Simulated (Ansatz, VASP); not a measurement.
One calculation of BaZrO3, two programs

INCAR

```
ALGO     = Normal         # electronic algorithm
EDIFF    = 1E-6           # SCF threshold, eV
EDIFFG   = -0.01          # ionic threshold
ENCUT    = 600            # plane-wave cutoff, eV
GGA      = PS             # functional
IBRION   = 2              # ionic algorithm
ISIF     = 3              # what is computed and relaxed
ISMEAR   = -1             # smearing method
LASPH    = True           # aspherical terms in the spheres
LCHARG   = False          # write CHGCAR
LDAU     = True           # DFT+U
LDAUJ    = 0 0 0        
LDAUL    = -1 2 -1        # shell
LDAUPRINT= 1            
LDAUTYPE = 2            
LDAUU    = 0 5 0          # U, eV
LMAXMIX  = 4              # l up to which the mixer works
LREAL    = False          # projectors in reciprocal space
LWAVE    = False          # write WAVECAR
NELM     = 150            # most SCF steps
NSW      = 60             # ionic steps
PREC     = Accurate       # precision mode
SIGMA    = 0.05           # smearing width, eV
```

File KPOINTS:

```
k-points
0
Gamma
  6 6 6
```

File POSCAR:

```
BaZrO3
1.0
    4.1913400000      0.0000000000      0.0000000000
    0.0000000000      4.1913400000      0.0000000000
    0.0000000000      0.0000000000      4.1913400000
Ba Zr O
1 1 3
Direct
    0.0000000000      0.0000000000      0.0000000000
    0.5000000000      0.5000000000      0.5000000000
    0.5000000000      0.5000000000      0.0000000000
    0.5000000000      0.0000000000      0.5000000000
    0.0000000000      0.5000000000      0.5000000000
```

The input input.yaml:

```yaml
crystal:
  lattice:
    - [4.19134, 0.0, 0.0]
    - [0.0, 4.19134, 0.0]
    - [0.0, 0.0, 4.19134]
  atoms:
    - { symbol: Ba, position: [0.0, 0.0, 0.0] }
    - { symbol: Zr, position: [0.5, 0.5, 0.5] }
    - { symbol: O, position: [0.5, 0.5, 0.0] }
    - { symbol: O, position: [0.5, 0.0, 0.5] }
    - { symbol: O, position: [0.0, 0.5, 0.5] }
hamiltonian:
  xc: pbesol
  pseudopotentials: { kind: paw }
  hubbard: { sites: [{ species: Zr, l: d, u_eff: 5.0 }] }
kpoints:
  mp_grid: { grid: [6, 6, 6] }
scf:
  occupations: { method: fermi_dirac, width: 0.05 }
output:
  forces: true
  stress: true
  eigenvalues: true
relax:
  f_tol: 0.01
  max_steps: 40
  cell: { stress_tol: 0.05 }
```

Alike in both runs: task relaxation of cell and atoms; functional PBEsol; k mesh 6 × 6 × 6; occupations fermi-dirac, width 0.05 eV; no spin polarisation; Hubbard terms Zr d U = 5.0 eV.

|  | VASP | Ansatz |
| --- | --- | --- |
| version | VASP 6.6.1 | Ansatz 0.2.0 |
| potentials or method | VASP PAW PBE potentials, release 64 (Ba_sv, Zr_sv, O) | Ansatz PAW |
| plane-wave cutoff (eV) | 600 | 420 |
| valence electrons in the cell | 40 | 40 |

|  | VASP | Ansatz | Ansatz less VASP |
| --- | --- | --- | --- |
| gap on the k mesh at the Fermi level, each at its own relaxed structure (eV) | 3.75 | 4.04 | +0.292 |
| relaxed volume (Å³/atom) | 15.18 | 14.84 | -0.336 |
| relaxed length of the cell vector where the two differ most in proportion (Å) | 4.234 | 4.202 | -0.0315 |

VASP's potentials were made for PBE, not for PBEsol. The programs project onto different local orbitals, so the same U acts differently, and such runs can settle in different states.

Neither program's run includes spin-orbit coupling. Noted on Ansatz's run: the plane-wave basis is chosen anew once the cell has moved, so the energies of steps on either side of that aren't comparable.
